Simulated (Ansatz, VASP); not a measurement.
**One calculation of Nb, two programs**

File POSCAR:

```
Nb
1.0
    0.0000000000      2.0621250000      2.0092500000
    2.0621250000      0.0000000000      2.0092500000
    2.0621250000      2.0621250000      0.0000000000
Nb
1
Direct
    0.0000000000      0.0000000000      0.0000000000
```

Contents of INCAR.step1:

```
SYSTEM = Nb
ALGO = Normal ; EDIFF = 1E-4
ENCUT = 520 ; GGA = PE
ISMEAR = 0 ; LASPH = .True.
LCHARG = .False. ; LREAL = .False.
LWAVE = .True. ; NBANDS = 12
NELM = 100 ; PREC = Accurate
SIGMA = 0.15
```

INCAR.step2

```
SYSTEM = Nb
ALGO = Normal ; EDIFF = 1E-6
ENCUT = 520 ; ISIF = 2
ISMEAR = 0 ; ISTART = 1
LASPH = .True. ; LCHARG = .True.
LELF = .True. ; LMIXTAU = .True.
LREAL = .False. ; LVHAR = .True.
LWAVE = .False. ; METAGGA = R2SCAN
NBANDS = 12 ; NELM = 100
PREC = Accurate ; SIGMA = 0.15
```

KPOINTS

```
k-points
0
Gamma
  20 20 20
  0 0 0
```

Input for Ansatz:

```yaml
crystal:
  lattice:
    - [0.0, 2.062125, 2.00925]
    - [2.062125, 0.0, 2.00925]
    - [2.062125, 2.062125, 0.0]
  atoms:
    - { symbol: Nb, position: [0.0, 0.0, 0.0] }
basis:
  ecutwfc: 500
kpoints:
  mp_grid: { grid: [20, 20, 20] }
hamiltonian:
  xc: r2scan
scf:
  occupations: { method: gaussian, width: 0.15 }
output:
  forces: true
  stress: true
  eigenvalues: true
  write_density: true
  write_potential: true
  elf: true
  volumetric_format: npy
```

Change from the starting cell: strain -0.025 along x and y, -0.050 along z, atoms carried along.

Alike in both runs: task single point; functional r2SCAN; k mesh 20 × 20 × 20; occupations gaussian, width 0.15 eV; no spin polarisation.

```csv
,VASP,Ansatz
version,VASP 6.6.1,Ansatz 0.2.0
potentials or method,"VASP PAW PBE potentials, release 64 (Nb_sv), cutoff 520 eV","scalar-relativistic, plane waves, PAW"
valence electrons in the cell,13,13
```

Ansatz gave:

* gap on the k mesh at the Fermi level (eV): none
* pressure (GPa): 17.4
* traceless stress, the component that is largest in VASP (GPa): -6.74

Question: What did VASP give for the same quantities?

Answer: gap on the k mesh at the Fermi level (eV): none; pressure (GPa): 17.3; traceless stress, the component that is largest in VASP (GPa): -6.72.

VASP's potentials were made for PBE, not for r2SCAN. A gap of «none» marks a metal or a gap that the smearing closes. The functional is the same, so the differences come from potentials, cutoffs and numerics.
